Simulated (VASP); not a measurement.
# CuI (Marshite) (F-43m) in VASP: phonons with PBEsol+D3(BJ)

Aim: the phonons of CuI (Marshite) with PBEsol+D3(BJ).

All numbers are computed with VASP 6.6.1; they aren't measurements. Logs are shortened: lines on timing, memory, paths and dates and some standing lists are left out, and cuts for length are marked.

## (1) The cell of the first run

The structure is cubic, space group F-43m (No. 216). The conventional cell has a = 6.063 Å, b = 6.063 Å, c = 6.063 Å, α = 90.00°, β = 90.00°, γ = 90.00°. Cu (site symmetry -43m) has 4 I at 2.63 Å within 3.5 Å. Within 3.5 Å of I (site symmetry -43m) lie 4 Cu at 2.63 Å.

## (2) Phonons, PBEsol+D3(BJ)

INCAR reads:

```
ALGO = Normal
EDIFF = 1E-8
ENCUT = 520
GGA = PS
IBRION = 6
ISIF = 2
ISMEAR = 0
IVDW = 12
LASPH = T
LCHARG = F
LREAL = F
LWAVE = F
NBANDS = 16
NELM = 60
NFREE = 2
NSW = 1
POTIM = 0.015
PREC = Accurate
SIGMA = 0.01
```

KPOINTS reads:

```
k-points
0
Gamma
  6 6 6
```

POSCAR reads:

```
CuI
1.0
    0.0000000000      3.0315000000      3.0315000000
    3.0315000000      0.0000000000      3.0315000000
    3.0315000000      3.0315000000      0.0000000000
Cu I
1 1
Direct
    0.2500000000      0.2500000000      0.2500000000
    0.0000000000      0.0000000000      0.0000000000
```

Potentials or basis: VASP PAW PBE potentials, release 64 (Cu, I).

Launch:

```console
$ cat potpaw_PBE.64/Cu/POTCAR potpaw_PBE.64/I/POTCAR > POTCAR
$ mpirun -np 1 vasp_std > vasp.out
```

OUTCAR:

```text
EDIFF = 1E-8
   ENCUT = 520
   GGA = PS
   IBRION = 6
   ISIF = 2
   ISMEAR = 0
   IVDW = 12
   LASPH = T
   LREAL = F
   NELM = 60
   NFREE = 2
   NSW = 1
   POTIM = 0.015
   PREC = Accurate
 IVDW          = 12

 ion  position               nearest neighbor table
   1  0.250  0.250  0.250-   2 2.63   2 2.63   2 2.63   2 2.63
   2  0.000  0.000  0.000-   1 2.63   1 2.63   1 2.63   1 2.63

  LATTYP: Found a face centered cubic cell.
 ALAT       =     6.0630000000

  Lattice vectors:

 A1 = (   0.0000000000,   3.0315000000,   3.0315000000)
 A2 = (   3.0315000000,   0.0000000000,   3.0315000000)
 A3 = (   3.0315000000,   3.0315000000,   0.0000000000)

Analysis of symmetry for initial positions (statically):
=====================================================================
 Subroutine PRICEL returns:
 Original cell was already a primitive cell.

 Routine SETGRP: Setting up the symmetry group for a
 face centered cubic supercell.

 Subroutine GETGRP returns: Found 24 space group operations
 (whereof 24 operations were pure point group operations)
 out of a pool of 48 trial point group operations.

The static configuration has the point symmetry T_d .

Analysis of symmetry for dynamics (positions and initial velocities):
=====================================================================
 Subroutine PRICEL returns:
 Original cell was already a primitive cell.

 Routine SETGRP: Setting up the symmetry group for a
 face centered cubic supercell.

 Subroutine GETGRP returns: Found 24 space group operations
 (whereof 24 operations were pure point group operations)
 out of a pool of 48 trial point group operations.

The dynamic configuration has the point symmetry T_d .

 Subroutine INISYM returns: Found 24 space group operations
 (whereof 24 operations are pure point group operations),
 and found     1 'primitive' translations

----------------------------------------------------------------------------------------

                                     Primitive cell

  volume of cell :      55.7189

  direct lattice vectors                    reciprocal lattice vectors
     0.000000000  3.031500000  3.031500000    -0.164934851  0.164934851  0.164934851
     3.031500000  0.000000000  3.031500000     0.164934851 -0.164934851  0.164934851
     3.031500000  3.031500000  0.000000000     0.164934851  0.164934851 -0.164934851

  length of vectors
     4.287188414  4.287188414  4.287188414     0.285675541  0.285675541  0.285675541

  position of ions in fractional coordinates (direct lattice)
     0.250000000  0.250000000  0.250000000
     0.000000000  0.000000000  0.000000000

  ion indices of the primitive-cell ions
   primitive index   ion index
                 1           1
                 2           2

----------------------------------------------------------------------------------------

 KPOINTS: k-points

Automatic generation of k-mesh.
 Grid dimensions read from file:
 generate k-points for:    6    6    6

 Generating k-lattice:

  Cartesian coordinates                     Fractional coordinates (reciprocal lattice)
    -0.027489142  0.027489142  0.027489142     0.166666667  0.000000000  0.000000000
     0.027489142 -0.027489142  0.027489142     0.000000000  0.166666667  0.000000000
     0.027489142  0.027489142 -0.027489142     0.000000000  0.000000000  0.166666667

  Length of vectors
     0.047612590  0.047612590  0.047612590

  Shift w.r.t. Gamma in fractional coordinates (k-lattice)
     0.000000000  0.000000000  0.000000000

 Subroutine IBZKPT returns following result:
 ===========================================

 Found     16 irreducible k-points:

 Following reciprocal coordinates:
            Coordinates               Weight
  0.000000  0.000000  0.000000      1.000000
  0.166667  0.000000  0.000000      8.000000
  0.333333  0.000000  0.000000      8.000000
  0.500000  0.000000  0.000000      4.000000
  0.166667  0.166667  0.000000      6.000000
  0.333333  0.166667  0.000000     24.000000
[... 8 lines left out ...]
 -0.333333  0.333333  0.166667     24.000000
 -0.333333  0.500000  0.166667     12.000000
   k-points           NKPTS =     16   k-points in BZ     NKDIM =     16   number of bands    NBANDS=     16
   number of dos      NEDOS =    301   number of ions     NIONS =      2
   total plane-waves  NPLWV =  32768
   dimension x,y,z NGX =    32 NGY =   32 NGZ =   32
   dimension x,y,z NGXF=    64 NGYF=   64 NGZF=   64
   ions per type =               1   1
   NGX,Y,Z   is equivalent  to a cutoff of  12.41, 12.41, 12.41 a.u.
   NGXF,Y,Z  is equivalent  to a cutoff of  24.82, 24.82, 24.82 a.u.
 SYSTEM =  unknown system
   PREC   = accura    normal or accurate (medium, high low for compatibility)
   ISTART =      0    job   : 0-new  1-cont  2-samecut
   ICHARG =      2    charge: 1-file 2-atom 10-const
   ISPIN  =      1    spin polarized calculation?
   LNONCOLLINEAR =      F non collinear calculations
   LSORBIT =      F    spin-orbit coupling
   LASPH  =      T    aspherical Exc in radial PAW
   ENCUT  =  520.0 eV  38.22 Ry    6.18 a.u.   7.97  7.97  7.97*2*pi/ulx,y,z
   NELM   =     60;   NELMIN=  2; NELMDL= -5     # of ELM steps
   EDIFF  = 0.1E-07   stopping-criterion for ELM
   LREAL  =      F    real-space projection
   EDIFFG = 0.1E-06   stopping-criterion for IOM
   NSW    =     61    number of steps for IOM
   IBRION =      6    ionic relax: 0-MD 1-quasi-New 2-CG
   NFREE  =      2    steps in history (QN), initial steepest desc. (CG)
   ISIF   =      2    stress and relaxation
   ISYM   =      2    0-nonsym 1-usesym 2-fastsym
   POTIM  = 0.0150    time-step for ionic-motion
   TEBEG  =    0.0;   TEEND  =   0.0 temperature during run
   PSTRESS=    0.0 pullay stress
   NELECT =      18.0000    total number of electrons
   NUPDOWN=      -1.0000    fix difference up-down
   EMIN   =  10.00;   EMAX   =-10.00  energy-range for DOS
   EFERMI =   0.00;   METHOD = LEGACY
   ISMEAR =     0;   SIGMA  =   0.01  broadening in eV -4-tet -1-fermi 0-gaus
   EFERMI_NEDOS =   21; number of points for ismear=-14 and -15
   IALGO  =     38    algorithm
   IMIX   =      4    mixing-type and parameters
     AMIX     =   0.40;   BMIX     =  1.00
     AMIX_MAG =   1.60;   BMIX_MAG =  1.00
  volume/ion in A,a.u.               =      27.86       188.00
  Fermi-wavevector in a.u.,A,eV,Ry     =   1.123306  2.122741 17.168055  1.261816
  Thomas-Fermi vector in A             =   2.259971
   LORBIT       =      0    0 simple, 1 ext, 2 COOP (PROOUT), +10 PAW based schemes
   GGA     = PS    functional components
   LHFCALC =     F    Hartree Fock is set to
   AEXX    =    0.0000 exact exchange contribution
   IVDW    =    12    specifies the selected vdW correction
   LEPSILON=     F    determine dielectric tensor
   LRPA    =     F    only Hartree local field effects (RPA)
 finite differences with symmetry
 non-spin polarized calculation
 Gauss-broadening in eV      SIGMA  =   0.01
  energy-cutoff  :      520.00
  volume of cell :       55.72
 maximum number of plane-waves:      1524
   NGX = 15   NGY = 15   NGZ = 15

--------------------------------------- Ionic step        1  -------------------------------------------

 number of electron      18.0000014 magnetization

 Free energy of the ion-electron system (eV)
  ---------------------------------------------------
  ext. energy  EPLUGINS =         0.00000000
  ---------------------------------------------------
  free energy    TOTEN  =        -6.29197850 eV

  energy without entropy =       -6.29197850  energy(sigma->0) =       -6.29197850

------------------------ aborting loop because EDIFF is reached ----------------------------------------

 Edisp (eV)   -0.63886

 E8    (eV) :    -0.4236
[... 151 lines left out ...]
--------------------------------------- Ionic step        5  -------------------------------------------

 number of electron      18.0000014 magnetization

 Free energy of the ion-electron system (eV)
  ---------------------------------------------------
  ext. energy  EPLUGINS =         0.00000000
  ---------------------------------------------------
  free energy    TOTEN  =        -6.29172351 eV

  energy without entropy =       -6.29172351  energy(sigma->0) =       -6.29172351

 E-fermi :   4.3820     XC(G=0):  -9.1383

 val. band max:        4.2909735318   @ k =   0.0000   0.0000   0.0000
 cond. band min:       5.3127986433   @ k =   0.0000   0.0000   0.0000
 fundamental gap:      1.0218251115
 Fermi energy:         4.3819780949

 k-point     1 :       0.0000    0.0000    0.0000
  band No.  band energies     occupation
      1      -9.7434      2.00000
      2       0.6191      2.00000
      3       0.6398      2.00000
      4       0.6607      2.00000
      5       2.4112      2.00000
      6       2.4114      2.00000
[... 433 lines left out ...]
      3       0.3290      2.00000
      4       0.6523      2.00000
      5       2.3685      2.00000
      6       2.4461      2.00000
[... 8 lines left out ...]
     15      14.8638      0.00000
     16      15.1956      0.00000

 [... further k-points ...]

------------------------ aborting loop because EDIFF is reached ----------------------------------------

 Edisp (eV)   -0.63886

 E8    (eV) :    -0.4236
[... 25 lines left out ...]
  FREE ENERGIE OF THE ION-ELECTRON SYSTEM (eV)
  ---------------------------------------------------
  free  energy   TOTEN  =        -6.9305799155 eV

  energy  without entropy=       -6.9305799155  energy(sigma->0) =       -6.93057992

 INTERNAL STRAIN TENSORS FROM DISPLACED ATOMS
 ============================================

 INTERNAL STRAIN TENSOR FOR ION    1 for displacements in x,y,z  (eV/Angst):
          X           Y           Z          XY          YZ          ZX
  --------------------------------------------------------------------------------
  x     0.00000     0.00000     0.00000     0.00000    -2.61110     0.00000
  y     0.00000     0.00000     0.00000     0.00000     0.00000    -2.61110
  z     0.00000     0.00000     0.00000    -2.61110     0.00000     0.00000

 INTERNAL STRAIN TENSOR FOR ION    2 for displacements in x,y,z  (eV/Angst):
          X           Y           Z          XY          YZ          ZX
  --------------------------------------------------------------------------------
  x    -0.00000    -0.00000    -0.00000     0.00000     2.61239     0.00000
  y     0.00000     0.00000     0.00000     0.00000     0.00000     2.61239
  z    -0.00000    -0.00000    -0.00000     2.61239     0.00000     0.00000

 Eigenvectors and eigenvalues of the dynamical matrix
 ----------------------------------------------------

   1 f  =    3.638061 THz    22.858609 2PiTHz  121.352641 cm-1    15.045803 meV
             X         Y         Z           dx          dy          dz
      1.515750  1.515750  1.515750     0.497397    0.650085    0.000000
      0.000000  0.000000  0.000000    -0.349067   -0.456221    0.000000
[... 21 lines left out ...]
   6 f/i=    0.014205 THz     0.089254 2PiTHz    0.473834 cm-1     0.058748 meV
             X         Y         Z           dx          dy          dz
      1.515750  1.515750  1.515750    -0.455333   -0.340288   -0.082837
      0.000000  0.000000  0.000000    -0.648819   -0.484888   -0.118037

 ELASTIC MODULI CONTR FROM IONIC RELAXATION (kBar)
 Direction    XX          YY          ZZ          XY          YZ          ZX
 --------------------------------------------------------------------------------
 XX          -0.0000     -0.0000     -0.0000      0.0000      0.0000     -0.0000
 YY          -0.0000     -0.0000     -0.0000      0.0000      0.0000     -0.0000
 ZZ          -0.0000     -0.0000     -0.0000      0.0000      0.0000     -0.0000
 XY           0.0000      0.0000      0.0000    -85.7706      0.0000      0.0000
 YZ           0.0000      0.0000      0.0000      0.0000    -85.7706     -0.0000
 ZX          -0.0000     -0.0000     -0.0000      0.0000     -0.0000    -85.7706
 --------------------------------------------------------------------------------
```

It took 1.8 min on 1 thread of AMD EPYC 7R13 (Zen 3), shared host; peak memory 0.2 GiB.

Results:

```yaml
Highest_phonon_frequency_at_Γ_LO-TO_splitting_left_out: 121 cm⁻¹
Dispersion_energy_per_atom: -0.319 eV
```

Phonon frequencies in cm⁻¹ (negative: imaginary):
| q point | frequencies |
| --- | --- |
| (0.000, 0.000, 0.000) | 0 0 0 121 121 121 |

Caveat: the cell wasn't relaxed at this level first, which shifts response properties; three body term missing; spin-orbit coupling is left out, which moves the levels of the heavy elements.
